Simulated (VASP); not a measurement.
# Pd2PtSe6 (P-31m) in VASP: single point with PBE

Aim: the single point of Pd2PtSe6 with PBE.

All numbers are computed with VASP 6.6.1; they aren't measurements. Logs are shortened: lines on timing, memory, paths and dates and some standing lists are left out, and cuts for length are marked.

### 1 The cell of the first run

It takes space group P-31m (No. 162, trigonal). Conventional cell: a = 6.577 Å, b = 6.577 Å, c = 5.032 Å, α = 90.00°, β = 90.00°, γ = 120.00°. Pd (site symmetry 32) has 6 Se at 2.55 Å within 3.4 Å. Pt (site symmetry -3m) has 6 Se at 2.53 Å within 3.3 Å. Within 3.5 Å of Se (site symmetry m) lie 1 Pt at 2.53 Å and 2 Pd at 2.55 Å and 6 Se at 3.28 to 3.41 Å.

### 2 Single point, PBE

The input, INCAR:

```
PREC = Accurate
ENCUT = 520
EDIFF = 1E-6
ISMEAR = 0
SIGMA = 0.1
LREAL = False
LASPH = True
NELM = 80
ALGO = Normal
ISIF = 2
LWAVE = False
LCHARG = True
GGA = PE
LELF = True
LVHAR = True
NBANDS = 43
```

The input, KPOINTS:

```
Automatic mesh
0
Gamma
  6 6 8
```

The input, POSCAR:

```
Pd2PtSe6
1.0
    6.5774788681      0.0000000000      0.0000000000
   -3.2887394341      5.6962637926      0.0000000000
    0.0000000000      0.0000000000      5.0319391566
Pd Pt Se
2 1 6
Direct
    0.6666666667      0.3333333333      0.0000000000
    0.3333333333      0.6666666667      0.0000000000
    0.0000000000      0.0000000000      0.0000000000
    0.0000000000      0.3309294092      0.2565218506
    0.6690705908      0.6690705908      0.2565218506
    0.3309294092      0.0000000000      0.2565218506
    0.3309294092      0.3309294092      0.7434781494
    0.0000000000      0.6690705908      0.7434781494
    0.6690705908      0.0000000000      0.7434781494
```

Potentials or basis: VASP PAW PBE potentials, release 64 (Pd, Pt, Se).

The run is started by

```
$ cat potpaw_PBE.64/Pd/POTCAR potpaw_PBE.64/Pt/POTCAR potpaw_PBE.64/Se/POTCAR > POTCAR
$ mpirun -np 1 vasp_std > vasp.out
```

OUTCAR:

```text
PREC = Accurate
   ENCUT = 520
   EDIFF = 1E-6
   ISMEAR = 0
   LREAL = False
   LASPH = True
   NELM = 80
   ISIF = 2
   GGA = PE

 ion  position               nearest neighbor table
   1  0.667  0.333  0.000-   9 2.55   4 2.55   8 2.55   6 2.55   5 2.55   7 2.55
   2  0.333  0.667  0.000-   6 2.55   8 2.55   4 2.55   9 2.55   7 2.55   5 2.55
   3  0.000  0.000  0.000-   5 2.53   7 2.53   4 2.53   8 2.53   6 2.53   9 2.53
   4  0.000  0.331  0.257-   3 2.53   1 2.55   2 2.55
   5  0.669  0.669  0.257-   3 2.53   1 2.55   2 2.55
   6  0.331  0.000  0.257-   3 2.53   2 2.55   1 2.55
   7  0.331  0.331  0.743-   3 2.53   2 2.55   1 2.55
   8  0.000  0.669  0.743-   3 2.53   2 2.55   1 2.55
   9  0.669  0.000  0.743-   3 2.53   1 2.55   2 2.55

  LATTYP: Found a hexagonal cell.
 ALAT       =     6.5774788681
 C/A-ratio  =     0.7650255147

  Lattice vectors:

 A1 = (   6.5774788681,   0.0000000000,   0.0000000000)
 A2 = (  -3.2887394341,   5.6962637926,   0.0000000000)
 A3 = (   0.0000000000,   0.0000000000,   5.0319391566)

Analysis of symmetry for initial positions (statically):
=====================================================================
 Subroutine PRICEL returns:
 Original cell was already a primitive cell.

 Routine SETGRP: Setting up the symmetry group for a
 hexagonal supercell.

 Subroutine GETGRP returns: Found 12 space group operations
 (whereof 12 operations were pure point group operations)
 out of a pool of 24 trial point group operations.

The static configuration has the point symmetry D_3d.

Analysis of symmetry for dynamics (positions and initial velocities):
=====================================================================
 Subroutine PRICEL returns:
 Original cell was already a primitive cell.

 Routine SETGRP: Setting up the symmetry group for a
 hexagonal supercell.

 Subroutine GETGRP returns: Found 12 space group operations
 (whereof 12 operations were pure point group operations)
 out of a pool of 24 trial point group operations.

The dynamic configuration has the point symmetry D_3d.

 Subroutine INISYM returns: Found 12 space group operations
 (whereof 12 operations are pure point group operations),
 and found     1 'primitive' translations

----------------------------------------------------------------------------------------

                                     Primitive cell

  volume of cell :     188.5319

  direct lattice vectors                    reciprocal lattice vectors
     6.577478868  0.000000000  0.000000000     0.152033936  0.087776834  0.000000000
    -3.288739434  5.696263793  0.000000000     0.000000000  0.175553668  0.000000000
     0.000000000  0.000000000  5.031939157     0.000000000  0.000000000  0.198730543

  length of vectors
     6.577478868  6.577478868  5.031939157     0.175553668  0.175553668  0.198730543

  position of ions in fractional coordinates (direct lattice)
     0.666666667  0.333333333  0.000000000
     0.333333333  0.666666667  0.000000000
     0.000000000  0.000000000  0.000000000
     0.000000000  0.330929409  0.256521851
     0.669070591  0.669070591  0.256521851
     0.330929409  0.000000000  0.256521851
     0.330929409  0.330929409  0.743478149
     0.000000000  0.669070591  0.743478149
     0.669070591  0.000000000  0.743478149

  ion indices of the primitive-cell ions
   primitive index   ion index
                 1           1
                 2           2
                 3           3
                 4           4
                 5           5
                 6           6
                 7           7
                 8           8
                 9           9

----------------------------------------------------------------------------------------

 KPOINTS: Automatic mesh

Automatic generation of k-mesh.
 Grid dimensions read from file:
 generate k-points for:    6    6    8

 Generating k-lattice:

  Cartesian coordinates                     Fractional coordinates (reciprocal lattice)
     0.025338989  0.014629472  0.000000000     0.166666667  0.000000000  0.000000000
     0.000000000  0.029258945  0.000000000     0.000000000  0.166666667  0.000000000
     0.000000000  0.000000000  0.024841318     0.000000000  0.000000000  0.125000000

  Length of vectors
     0.029258945  0.029258945  0.024841318

  Shift w.r.t. Gamma in fractional coordinates (k-lattice)
     0.000000000  0.000000000  0.000000000

 Subroutine IBZKPT returns following result:
 ===========================================

 Found     44 irreducible k-points:

 Following reciprocal coordinates:
            Coordinates               Weight
  0.000000  0.000000  0.000000      1.000000
  0.166667 -0.000000  0.000000      6.000000
  0.333333 -0.000000  0.000000      6.000000
  0.500000  0.000000  0.000000      3.000000
  0.166667  0.166667  0.000000      6.000000
  0.333333  0.166667  0.000000     12.000000
[... 16 lines left out ...]
 -0.166667  0.333333  0.250000      6.000000
  0.333333  0.166667  0.250000     12.000000
 [... further k-points ...]
   k-points           NKPTS =     44   k-points in BZ     NKDIM =     44   number of bands    NBANDS=     43
   number of dos      NEDOS =    301   number of ions     NIONS =      9
   total plane-waves  NPLWV = 100000
   dimension x,y,z NGX =    50 NGY =   50 NGZ =   40
   dimension x,y,z NGXF=   100 NGYF=  100 NGZF=   80
   ions per type =               2   1   6
   NGX,Y,Z   is equivalent  to a cutoff of  12.64, 12.64, 13.22 a.u.
   NGXF,Y,Z  is equivalent  to a cutoff of  25.28, 25.28, 26.43 a.u.
 SYSTEM =  unknown system
   PREC   = accura    normal or accurate (medium, high low for compatibility)
   ISTART =      0    job   : 0-new  1-cont  2-samecut
   ICHARG =      2    charge: 1-file 2-atom 10-const
   ISPIN  =      1    spin polarized calculation?
   LNONCOLLINEAR =      F non collinear calculations
   LSORBIT =      F    spin-orbit coupling
   LASPH  =      T    aspherical Exc in radial PAW
   ENCUT  =  520.0 eV  38.22 Ry    6.18 a.u.  12.23 12.23  9.36*2*pi/ulx,y,z
   NELM   =     80;   NELMIN=  2; NELMDL= -5     # of ELM steps
   EDIFF  = 0.1E-05   stopping-criterion for ELM
   LREAL  =      F    real-space projection
   EDIFFG = 0.1E-04   stopping-criterion for IOM
   NSW    =      0    number of steps for IOM
   IBRION =     -1    ionic relax: 0-MD 1-quasi-New 2-CG
   NFREE  =      0    steps in history (QN), initial steepest desc. (CG)
   ISIF   =      2    stress and relaxation
   ISYM   =      2    0-nonsym 1-usesym 2-fastsym
   POTIM  = 0.5000    time-step for ionic-motion
   TEBEG  =    0.0;   TEEND  =   0.0 temperature during run
   PSTRESS=    0.0 pullay stress
   NELECT =      66.0000    total number of electrons
   NUPDOWN=      -1.0000    fix difference up-down
   EMIN   =  10.00;   EMAX   =-10.00  energy-range for DOS
   EFERMI =   0.00;   METHOD = LEGACY
   ISMEAR =     0;   SIGMA  =   0.10  broadening in eV -4-tet -1-fermi 0-gaus
   EFERMI_NEDOS =   21; number of points for ismear=-14 and -15
   IALGO  =     38    algorithm
   IMIX   =      4    mixing-type and parameters
     AMIX     =   0.40;   BMIX     =  1.00
     AMIX_MAG =   1.60;   BMIX_MAG =  1.00
  volume/ion in A,a.u.               =      20.95       141.36
  Fermi-wavevector in a.u.,A,eV,Ry     =   1.153793  2.180352 18.112591  1.331238
  Thomas-Fermi vector in A             =   2.290434
   LORBIT       =      0    0 simple, 1 ext, 2 COOP (PROOUT), +10 PAW based schemes
   GGA     = PE    functional components
   LHFCALC =     F    Hartree Fock is set to
   AEXX    =    0.0000 exact exchange contribution
   IVDW    =     0    specifies the selected vdW correction
   LEPSILON=     F    determine dielectric tensor
   LRPA    =     F    only Hartree local field effects (RPA)
 non-spin polarized calculation
 Gauss-broadening in eV      SIGMA  =   0.10
  energy-cutoff  :      520.00
  volume of cell :      188.53
 maximum number of plane-waves:      5107
 NGX is ok and might be reduce to    50
   NGX = 25   NGY = 25   NGZ = 19

 number of electron      66.0000005 magnetization

 Free energy of the ion-electron system (eV)
  ---------------------------------------------------
  ext. energy  EPLUGINS =         0.00000000
  ---------------------------------------------------
  free energy    TOTEN  =       -40.39769215 eV

  energy without entropy =      -40.38165881  energy(sigma->0) =      -40.38967548

 E-fermi :   5.5549     XC(G=0): -10.4422

 val. band max:        5.5133500276   @ k =   0.1667  -0.0000   0.1250
 cond. band min:       5.5751926602   @ k =  -0.1667   0.5000   0.3750
 fundamental gap:      0.0618426326
 Fermi energy:         5.5548924924

 k-point     1 :       0.0000    0.0000    0.0000
  band No.  band energies     occupation
      1      -9.2753      2.00000
      2      -7.5275      2.00000
      3      -7.5275      2.00000
      4      -7.5238      2.00000
      5      -7.5238      2.00000
      6      -6.7504      2.00000
[... 35 lines left out ...]
     42      10.5763      0.00000
     43      10.7679      0.00000

 k-point     2 :       0.1667   -0.0000    0.0000
  band No.  band energies     occupation
      1      -9.1884      2.00000
      2      -7.7540      2.00000
      3      -7.6511      2.00000
      4      -7.4539      2.00000
      5      -7.3705      2.00000
      6      -6.7848      2.00000
[... 35 lines left out ...]
     42      10.9315      0.00000
     43      10.9924      0.00000

 k-point     3 :       0.3333   -0.0000    0.0000
  band No.  band energies     occupation
      1      -8.9412      2.00000
      2      -8.1255      2.00000
      3      -7.7331      2.00000
      4      -7.4651      2.00000
      5      -7.2020      2.00000
      6      -6.8807      2.00000
[... 35 lines left out ...]
     42      11.3007      0.00000
     43      11.8482      0.00000

 k-point     4 :       0.5000    0.0000    0.0000
  band No.  band energies     occupation
      1      -8.6377      2.00000
      2      -8.4808      2.00000
      3      -7.7616      2.00000
      4      -7.4792      2.00000
      5      -7.0687      2.00000
      6      -6.9902      2.00000
[... 863 lines left out ...]
     42      11.6278      0.00000
     43      12.0161      0.00000

 k-point    23 :      -0.1667    0.3333    0.2500
  band No.  band energies     occupation
      1      -8.7974      2.00000
      2      -7.8579      2.00000
      3      -7.8389      2.00000
      4      -7.3399      2.00000
      5      -7.3210      2.00000
      6      -7.2374      2.00000
[... 35 lines left out ...]
     42      11.4573      0.00000
     43      11.6377      0.00000

 k-point    24 :       0.3333    0.1667    0.2500
  band No.  band energies     occupation
      1      -8.4918      2.00000
      2      -8.0939      2.00000
      3      -7.7929      2.00000
      4      -7.4922      2.00000
      5      -7.3755      2.00000
      6      -7.3065      2.00000
[... 35 lines left out ...]
     42      11.5648      0.00000
     43      11.7721      0.00000

 [... further k-points ...]

------------------------ aborting loop because EDIFF is reached ----------------------------------------

  FORCE on cell =-STRESS in cart. coord.  units (eV):
  Direction    XX          YY          ZZ          XY          YZ          ZX
  --------------------------------------------------------------------------------------
  -------------------------------------------------------------------------------------
  Total        0.0316241      0.0316241     -0.0380097     -0.0000000      0.0000000     -0.0000000
  in kB        0.2687475      0.2687475     -0.3230132     -0.0000000      0.0000000     -0.0000000
  external PRESSURE =       0.0714939 kB  Pullay stress =       0.0000000 kB

 VOLUME and BASIS-vectors are now :
 -----------------------------------------------------------------------------
  energy-cutoff  :      520.00
  volume of cell :      188.53
      direct lattice vectors                 reciprocal lattice vectors
     6.577478868  0.000000000  0.000000000     0.152033936  0.087776834  0.000000000
    -3.288739434  5.696263793  0.000000000     0.000000000  0.175553668  0.000000000
     0.000000000  0.000000000  5.031939157     0.000000000  0.000000000  0.198730543

 POSITION                                       TOTAL-FORCE (eV/Angst)
 -----------------------------------------------------------------------------------
      3.28874      1.89875      0.00000         0.000000      0.000000      0.000000
     -0.00000      3.79751      0.00000        -0.000000      0.000000      0.000000
      0.00000      0.00000      0.00000         0.000000      0.000000      0.000000
     -1.08834      1.88506      1.29080         0.002054     -0.003557      0.006773
      2.20040      3.81120      1.29080         0.002054      0.003557      0.006773
      2.17668      0.00000      1.29080        -0.004107      0.000000      0.006773
      1.08834      1.88506      3.74114        -0.002054     -0.003557     -0.006773
     -2.20040      3.81120      3.74114        -0.002054      0.003557     -0.006773
      4.40080      0.00000      3.74114         0.004107     -0.000000     -0.006773
 -----------------------------------------------------------------------------------
    total drift:                                0.000000     -0.000000     -0.000000

  FREE ENERGIE OF THE ION-ELECTRON SYSTEM (eV)
  ---------------------------------------------------
  free  energy   TOTEN  =       -40.3976921453 eV

  energy  without entropy=      -40.3816588056  energy(sigma->0) =      -40.38967548
```

Wall time 13 min (1 thread of Intel Xeon 8259CL, shared host); peak memory 0.52 GiB.

What came out:

```
Free energy            : -40.3977 eV
Pressure               : 0.0 GPa
Largest force          : 0.008 eV/Å
Band gap on the k mesh : zero (bands 33 and 34 overlap by 0.40 eV)
```

Forces in eV/Å, atoms in the order of the input:
```
Pd   0.000  0.000  0.000
Pd   0.000  0.000  0.000
Pt   0.000  0.000  0.000
Se   0.002 -0.004  0.007
Se   0.002  0.004  0.007
Se  -0.004  0.000  0.007
Se  -0.002 -0.004 -0.007
Se  -0.002  0.004 -0.007
Se   0.004  0.000 -0.007
```

Levels at points of the mesh, in eV from the Fermi level:
| k point | band 31 | band 32 | band 33 | band 34 | band 35 | band 36 |
| --- | --- | --- | --- | --- | --- | --- |
| (0.00, 0.00, 0.00) | -0.60 | -0.60 | -0.30 | -0.30 | 0.02 | 0.02 |
| (0.50, 0.00, 0.00) | -1.93 | -0.27 | -0.08 | 0.41 | 0.44 | 0.93 |
| (0.00, 0.00, 0.50) | -1.26 | -1.13 | -1.13 | 1.79 | 1.79 | 1.81 |
| (0.50, 0.00, 0.50) | -1.09 | -1.06 | -0.83 | 0.02 | 0.25 | 0.84 |

Caveat: spin-orbit coupling is left out, which moves the levels of the heavy elements.

The gap in the log of VASP goes by the Fermi energy; the results here count the filled bands.